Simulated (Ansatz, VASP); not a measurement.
One calculation of Hg, two programs

```
CELL_PARAMETERS angstrom
5.40692 0.00000 0.00000
-2.70346 4.68253 0.00000
0.00000 0.00000 3.20057
ATOMIC_POSITIONS crystal
Hg 0.33333 0.66667 0.50000
Hg 0.66667 0.33333 0.50000
Hg 0.00000 0.00000 0.00000
```

Alike in both runs: functional r2SCAN; k mesh 9 × 9 × 14; occupations gaussian, width 0.1 eV; no spin polarisation.

Ansatz relaxed the structure, and its values are those at the end. VASP's run is a single point on that final structure, the one shown.

|  | VASP | Ansatz |
| --- | --- | --- |
| version | VASP 6.6.1 | Ansatz 0.2.0 |
| potentials or method | VASP PAW PBE potentials, release 64 (Hg), cutoff 520 eV | scalar-relativistic, plane waves, PAW |
| valence electrons in the cell | 36 | 60 |

```csv
,VASP,Ansatz,Ansatz less VASP
gap on the k mesh at the Fermi level (eV),none,none,-
pressure (GPa),0.2,0.0,-0.22
```

VASP's potentials were made for PBE, not for r2SCAN. A gap of «none» marks a metal or a gap that the smearing closes. VASP's potentials hold 36 valence electrons a cell and Ansatz's 60, so a difference there can come from the potentials and not from the codes.

Neither program's run includes spin-orbit coupling.
